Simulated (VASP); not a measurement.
# BP (F-43m) in VASP: notebook, part 2 of 2

VASP 6.6.1. Earlier steps stand in the parts before.

**3. Single point, LDA**

This run uses another cell than the first one, of 10.51 Å³/atom, 0.978 times its volume.

INCAR reads:

```
PREC = Accurate ; ENCUT = 520
EDIFF = 1E-6 ; ISMEAR = 0
SIGMA = 0.01 ; LREAL = F
LASPH = T ; NELM = 60
ALGO = Normal ; ISIF = 2
LWAVE = F ; LCHARG = F
NBANDS = 11
```

KPOINTS reads:

```
regular mesh
0
Gamma
  8 8 8
```

POSCAR reads:

```
BP
1.0
    2.1903666596      2.1903666596      0.0000000000
   -2.1903666596      2.1903666596      0.0000000000
    0.0000000000      2.1903666596      2.1903666596
B P
1 1
Direct
    0.0000000000      0.0000000000      0.0000000000
    0.7500000000      0.2500000000      0.5000000000
```

Potentials or basis: VASP PAW LDA potentials, release 64 (B, P).

On the command line:

```bash
> cat potpaw_LDA.64/B/POTCAR potpaw_LDA.64/P/POTCAR > POTCAR
> mpirun -np 1 vasp_std > vasp.out
```

Run time: 3.6 s. Hardware: 1 thread of Intel Xeon Platinum 8259CL at 2.50GHz (Skylake/Cascade Lake), shared host; peak memory 0.12 GiB.

It converged, with:

* Free energy: -14.3264 eV
* Pressure: 14.8 GPa
* Band gap on the k mesh: 1.10 eV, indirect (least direct gap 3.57 eV)

Levels at points of the mesh, in eV from the valence-band top:
```tsv
k point	band 1	band 2	band 3	band 4	band 5	band 6	band 7	band 8
(0.00, 0.00, 0.00)	-16.35	0.00	0.00	0.00	3.57	3.57	3.57	9.03
(0.50, 0.00, 0.00)	-12.60	-9.79	-1.87	-1.87	4.44	4.76	4.76	10.30
(0.50, 0.50, 0.00)	-10.96	-9.03	-4.49	-4.49	1.10	1.48	13.01	13.01
```

**4. Single point, LDA**

This run uses another cell than the first one, of 11.45 Å³/atom, 1.065 times its volume.

INCAR reads:

```
SYSTEM = BP
PREC = Accurate ; ENCUT = 520
EDIFF = 1E-6 ; ISMEAR = 0
SIGMA = 0.01 ; LREAL = .FALSE.
LASPH = .TRUE. ; NELM = 100
ALGO = Normal ; ISIF = 2
LWAVE = .FALSE. ; LCHARG = .FALSE.
GGA = CA ; NBANDS = 11
```

KPOINTS reads:

```
Automatic mesh
0
G
  8 8 8
  0 0 0
```

POSCAR reads:

```
BP
1.0
    2.2538954366      2.2538954366      0.0000000000
   -2.2538954366      2.2538954366      0.0000000000
    0.0000000000      2.2538954366      2.2538954366
B P
1 1
Direct
    0.0000000000      0.0000000000      0.0000000000
    0.7500000000      0.2500000000      0.5000000000
```

Potentials or basis: VASP PAW LDA potentials, release 64 (B, P).

On the command line:

```bash
> cat potpaw_LDA.64/B/POTCAR potpaw_LDA.64/P/POTCAR > POTCAR
> mpirun -np 1 vasp_std > vasp.out
```

OUTCAR:

```text
SYSTEM = BP
   PREC = Accurate
   ENCUT = 520
   EDIFF = 1E-6
   ISMEAR = 0
   LREAL = .FALSE.
   LASPH = .TRUE.
   NELM = 100
   ISIF = 2
   GGA = CA

 ion  position               nearest neighbor table
   1  0.000  0.000  0.000-   2 1.95   2 1.95   2 1.95   2 1.95
   2  0.750  0.250  0.500-   1 1.95   1 1.95   1 1.95   1 1.95

  LATTYP: Found a face centered cubic cell.
 ALAT       =     4.5077908732

  Lattice vectors:

 A1 = (   0.0000000000,   2.2538954366,   2.2538954366)
 A2 = (   2.2538954366,   0.0000000000,   2.2538954366)
 A3 = (   2.2538954366,   2.2538954366,   0.0000000000)
[... 512 lines left out ...]
      7      16.0326      0.00000
      8      17.4548      0.00000
      9      18.1011      0.00000
     10      22.1249      0.00000
     11      24.4775      0.00000

 [... further k-points ...]
[... 5 lines left out ...]
  --------------------------------------------------------------------------------------
  -------------------------------------------------------------------------------------
  Total       -0.2965467     -0.2965467     -0.2965467     -0.0000000      0.0000000     -0.0000000
  in kB      -20.7478170    -20.7478170    -20.7478170     -0.0000000      0.0000000     -0.0000000
  external PRESSURE =     -20.7478170 kB  Pullay stress =       0.0000000 kB

 VOLUME and BASIS-vectors are now :
 -----------------------------------------------------------------------------
  energy-cutoff  :      520.00
  volume of cell :       22.90
      direct lattice vectors                 reciprocal lattice vectors
     2.253895437  2.253895437  0.000000000     0.221838153  0.221838153 -0.221838153
    -2.253895437  2.253895437  0.000000000    -0.221838153  0.221838153 -0.221838153
     0.000000000  2.253895437  2.253895437     0.000000000  0.000000000  0.443676305

 POSITION                                       TOTAL-FORCE (eV/Angst)
 -----------------------------------------------------------------------------------
      0.00000      0.00000      0.00000         0.000000     -0.000000      0.000000
      1.12695      3.38084      1.12695        -0.000000      0.000000      0.000000
 -----------------------------------------------------------------------------------
    total drift:                                0.000000      0.000000     -0.000000

  FREE ENERGIE OF THE ION-ELECTRON SYSTEM (eV)
  ---------------------------------------------------
  free  energy   TOTEN  =       -14.3957305608 eV

  energy  without entropy=      -14.3957305608  energy(sigma->0) =      -14.39573056
```

stdout:

```text
POSCAR found type information on POSCAR B P
 POSCAR found :  2 types and       2 ions
 scaLAPACK will be used
 LDA part: xc-table for (Slater(with rela. corr.)+CA(PZ))
 , standard interpolation
 POSCAR, INCAR and KPOINTS ok, starting setup
 FFT: planning ... GRIDC
 FFT: planning ... GRID_SOFT
 FFT: planning ... GRID
 WAVECAR not read
 entering main loop
```

Run time: 3.5 s. Hardware: 1 thread of Intel Xeon Platinum 8259CL at 2.50GHz (Skylake/Cascade Lake), shared host; peak memory 0.12 GiB.

What came out:

```yaml
Free_energy: -14.3957 eV
Pressure: -2.1 GPa
Band_gap_on_the_k_mesh: 1.20 eV, indirect (least direct gap 3.41 eV)
```

Levels at points of the mesh, in eV from the valence-band top:
```csv
k point,band 2,band 3,band 4,band 5,band 6,band 7
"(0.00, 0.00, 0.00)",0.00,0.00,0.00,3.41,3.41,3.41
"(0.50, 0.00, 0.00)",-9.15,-1.77,-1.77,3.90,4.69,4.69
"(0.50, 0.50, 0.00)",-8.59,-4.18,-4.18,1.26,1.54,12.19
```

A k mesh can miss the band edges. LDA gaps usually lie below the measured ones, often by a third to a half.

**5. Relaxation of cell and atoms, LDA, target pressure -2 GPa, at which the enthalpy is minimised**

This run uses another cell than the first one, of 11.32 Å³/atom, 1.053 times its volume.

INCAR reads:

```
PREC = Accurate
ENCUT = 600
EDIFF = 1E-7
ISMEAR = 0
SIGMA = 0.01
LREAL = False
LASPH = True
NELM = 80
ALGO = Normal
ISIF = 3
LWAVE = False
LCHARG = False
GGA = CA
IBRION = 2
NSW = 100
EDIFFG = -0.002
PSTRESS = -20.0
```

KPOINTS reads:

```
Automatic mesh
0
Gamma
  8 8 8
```

POSCAR reads:

```
BP
1.0
    2.2453823381      2.2453823381      0.0000000000
   -2.2453823381      2.2453823381      0.0000000000
    0.0000000000      2.2453823381      2.2453823381
B P
1 1
Direct
    0.0000000000      0.0000000000      0.0000000000
    0.7500000000      0.2500000000      0.5000000000
```

Potentials or basis: VASP PAW LDA potentials, release 64 (B, P).

On the command line:

```bash
> cat potpaw_LDA.64/B/POTCAR potpaw_LDA.64/P/POTCAR > POTCAR
> mpirun -np 1 vasp_std > vasp.out
```

OUTCAR:

```text
PREC = Accurate
   ENCUT = 600
   EDIFF = 1E-7
   ISMEAR = 0
   LREAL = False
   LASPH = True
   NELM = 80
   ISIF = 3
   GGA = CA
   IBRION = 2
   NSW = 100
   EDIFFG = -0.002
   PSTRESS = -20.0

 ion  position               nearest neighbor table
   1  0.000  0.000  0.000-   2 1.94   2 1.94   2 1.94   2 1.94
   2  0.750  0.250  0.500-   1 1.94   1 1.94   1 1.94   1 1.94

  LATTYP: Found a face centered cubic cell.
 ALAT       =     4.4907646762

  Lattice vectors:

 A1 = (   0.0000000000,   2.2453823381,   2.2453823381)
 A2 = (   2.2453823381,   0.0000000000,   2.2453823381)
 A3 = (   2.2453823381,   2.2453823381,   0.0000000000)

Analysis of symmetry for initial positions (statically):
=====================================================================
[... 254 lines left out ...]
  ext. energy  EPLUGINS =         0.00000000
  ---------------------------------------------------
  free energy    TOTEN  =       -14.39739257 eV

  energy without entropy =      -14.39739257  energy(sigma->0) =      -14.39739257

 E-fermi :   7.7169     XC(G=0): -11.1722

 val. band max:        7.6519279174   @ k =   0.0000   0.0000   0.0000
 cond. band min:       8.8478949449   @ k =  -0.3750   0.3750   0.0000
 fundamental gap:      1.1959670275
 Fermi energy:         7.7168671486

 k-point     1 :       0.0000    0.0000    0.0000
  band No.  band energies     occupation
      1      -7.9194      2.00000
      2       7.6519      2.00000
      3       7.6519      2.00000
      4       7.6519      2.00000
      5      11.0622      0.00000
      6      11.0622      0.00000
      7      11.0622      0.00000
      8      15.3343      0.00000
[... 243 lines left out ...]
 k-point    24 :       0.5000    0.2500    0.1250
  band No.  band energies     occupation
      1      -3.8432      2.00000
      2      -0.8846      2.00000
      3       3.0850      2.00000
      4       4.4774      2.00000
      5      11.7710      0.00000
      6      12.8969      0.00000
      7      16.0395      0.00000
      8      17.4617      0.00000

 [... further k-points ...]
[... 5 lines left out ...]
  --------------------------------------------------------------------------------------
  -------------------------------------------------------------------------------------
  Total       -0.2860605     -0.2860605     -0.2860605     -0.0000000      0.0000000     -0.0000000
  in kB      -20.0220533    -20.0220533    -20.0220533     -0.0000000      0.0000000     -0.0000000
  external PRESSURE =      -0.0220533 kB  Pullay stress =     -20.0000000 kB
[... 21 lines left out ...]
  energy  without entropy=      -14.3973925697  energy(sigma->0) =      -14.39739257

  enthalpy is  TOTEN    =       -14.6831379917 eV   P V=       -0.2857454221

 reached required accuracy - stopping structural energy minimisation
```

CONTCAR:

```text
BP
   1.00000000000000
     2.2535989110263919    2.2535989110263919   -0.0000000000000000
    -2.2535989110263919    2.2535989110263919    0.0000000000000000
    -0.0000000000000000    2.2535989110263919    2.2535989110263919
  B               P
     1     1
Direct
     0.0000000000000000    0.0000000000000000    1.0000000000000000
     0.7500000000000000    0.2500000000000000    0.5000000000000000

  0.00000000E+00  0.00000000E+00  0.00000000E+00
  0.00000000E+00  0.00000000E+00  0.00000000E+00
```

It took 12 s on 1 thread of Intel Xeon Platinum 8259CL at 2.50GHz (Skylake/Cascade Lake), shared host; peak memory 0.14 GiB.

What came out:

| Quantity | Value |
| --- | --- |
| Free energy | -14.3974 eV |
| Relaxed volume | 11.45 Å³/atom |
| Relaxed cell | a = 3.187 Å, b = 3.187 Å, c = 3.187 Å, α = 60.00°, β = 60.00°, γ = 90.00° |
| Space group after relaxing (to 0.05 Å) | F-43m (No. 216) |
| Energy change on relaxing (the enthalpy is what falls) | +0.8 meV/atom |
| Ionic steps | 3 |
| Pressure after relaxing | -2.0 GPa |
| Band gap on the k mesh | 1.20 eV, indirect (least direct gap 3.41 eV) |

The path:
| step | energy change (eV) | largest force (eV/Å) | pressure (GPa) | volume (Å³) |
| --- | --- | --- | --- | --- |
| 1 | 0.0000 | 0.0000 | -0.12 | 22.64 |
| 2 | 0.0048 | 0.0000 | -3.35 | 23.08 |
| 3 | 0.0017 | 0.0000 | -2.00 | 22.89 |

Final structure:
```
B P
1.0
     2.25360    2.25360    0.00000
    -2.25360    2.25360    0.00000
     0.00000    2.25360    2.25360
B P
1 1
Cartesian
  0.0000 2.2536 2.2536
  1.1268 3.3804 1.1268
```

Caveat: the cell is relaxed towards a set pressure, so the enthalpy falls and the energy may rise.

**6. Summary**

```csv
task,cell,cutoff (eV),gap on the mesh (eV),pressure (GPa)
single point,"a = 3.121 Å, angles 60.0, 60.0, 90.0°, 2 atoms",520,1.13,9.8
single point,"a = 3.098 Å, angles 60.0, 60.0, 90.0°, 2 atoms",520,1.10,14.8
single point,"a = 3.187 Å, angles 60.0, 60.0, 90.0°, 2 atoms",520,1.20,-2.1
relaxation of cell and atoms,"relaxed to -2 GPa from a = 3.175 Å, angles 60.0, 60.0, 90.0°, 2 atoms",600,1.20,-2.0
```

Alike in all rows: level LDA; potentials or basis VASP PAW LDA potentials, release 64 (B, P); no spin polarisation; k mesh 8 × 8 × 8; smearing gaussian 0.01 eV.

Caveats: the cell is relaxed towards a set pressure, so the enthalpy falls and the energy may rise (some runs).

Total energies depend on the potentials used, so only differences within one code and one set of settings carry meaning.
